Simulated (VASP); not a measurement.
Set up this calculation in VASP 6.6.1, as the native input.

```
Task                   : single point
Functional             : PBEsol
Potentials or basis    : VASP PAW PBE potentials, release 64 (Cu)
Cutoff                 : 520 eV
k mesh                 : 14 × 14 × 14
Occupations            : fermi-dirac, width 0.05 eV
Spin                   : no spin polarisation
Dipole correction      : no
Further INCAR settings : ALGO = Normal; EDIFF = 1e-07; NBANDS = 12
```

The structure of Cu lies in POSCAR:

```
Cu
1.0
   -1.4427930000      1.4427930000      1.3760810000
    1.4427930000     -1.4427930000      1.3760810000
    1.4427930000      1.4427930000     -1.3760810000
Cu
1
Direct
    0.0000000000      0.0000000000      0.0000000000
```

These files were run (other wordings do the same):

INCAR

```
SYSTEM = Cu
PREC = Accurate ; ENCUT = 520
EDIFF = 1E-7 ; ISMEAR = -1
SIGMA = 0.05 ; LREAL = .FALSE.
LASPH = .TRUE. ; NELM = 80
ALGO = Normal ; ISIF = 2
LWAVE = .FALSE. ; LCHARG = .FALSE.
GGA = PS ; NBANDS = 12
```

KPOINTS

```
Automatic mesh
0
G
  14 14 14
  0 0 0
```

Potentials or basis: VASP PAW PBE potentials, release 64 (Cu).

Launch:

```console
$ cat potpaw_PBE.64/Cu/POTCAR > POTCAR
$ mpirun -np 1 vasp_std > vasp.out
```

Results of the run:

* Pressure: -0.7 GPa

Caveat: the PAW data sets were made with another functional, which shifts forces and pressure a little.

Run time: 16 s on 1 thread of Intel Xeon 6975P-C (shared host), peak memory 0.14 GiB.
